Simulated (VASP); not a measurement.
Write the native input for VASP 6.6.1 that does the following.

* Task: single point
* Functional: PBE
* Potentials or basis: VASP PAW PBE potentials, release 64 (Ce, O)
* Cutoff: 520 eV
* k mesh: 8 × 8 × 8
* Occupations: gaussian, width 0.02 eV
* Spin: no spin polarisation
* Dipole correction: no
* Further INCAR settings: ALGO = Normal; EDIFF = 1e-06; NBANDS = 19

The structure of CeO2 lies in POSCAR:

```
CeO2
1.0
    0.0000000000      2.7321443690      2.7321443690
    2.7321443690      0.0000000000      2.7321443690
    2.7321443690      2.7321443690      0.0000000000
Ce O
1 2
Direct
    0.0000000000      0.0000000000      0.0000000000
    0.2500000000      0.2500000000      0.2500000000
    0.7500000000      0.7500000000      0.7500000000
```

These files were run (other wordings do the same):

INCAR

```
SYSTEM = CeO2
ALGO     = Normal         ! electronic algorithm
EDIFF    = 1E-6           ! SCF threshold, eV
ENCUT    = 520            ! plane-wave cutoff, eV
GGA      = PE             ! functional
ISIF     = 2              ! what is computed and relaxed
ISMEAR   = 0              ! smearing method
LASPH    = .TRUE.         ! aspherical terms in the spheres
LCHARG   = .FALSE.        ! write CHGCAR
LREAL    = .FALSE.        ! projectors in reciprocal space
LWAVE    = .FALSE.        ! write WAVECAR
NBANDS   = 19             ! bands
NELM     = 100            ! most SCF steps
PREC     = Accurate       ! precision mode
SIGMA    = 0.02           ! smearing width, eV
```

KPOINTS

```
k-points
0
G
  8 8 8
  0 0 0
```

Potentials or basis: VASP PAW PBE potentials, release 64 (Ce, O).

Command:

```console
$ cat potpaw_PBE.64/Ce/POTCAR potpaw_PBE.64/O/POTCAR > POTCAR
$ mpirun -np 1 vasp_std > vasp.out
```

Results of the run:

```json
{
 "Pressure": "0.1 GPa",
 "Band gap on the k mesh": "1.86 eV (least direct gap 1.96 eV)"
}
```

Caveat: spin-orbit coupling is left out, which moves the levels of the heavy elements.

It took 65 s on 1 thread of Intel(R) Xeon(R) Platinum 8375C CPU @ 2.90GHz (Ice Lake), on a shared host, peak memory 0.19 GiB.
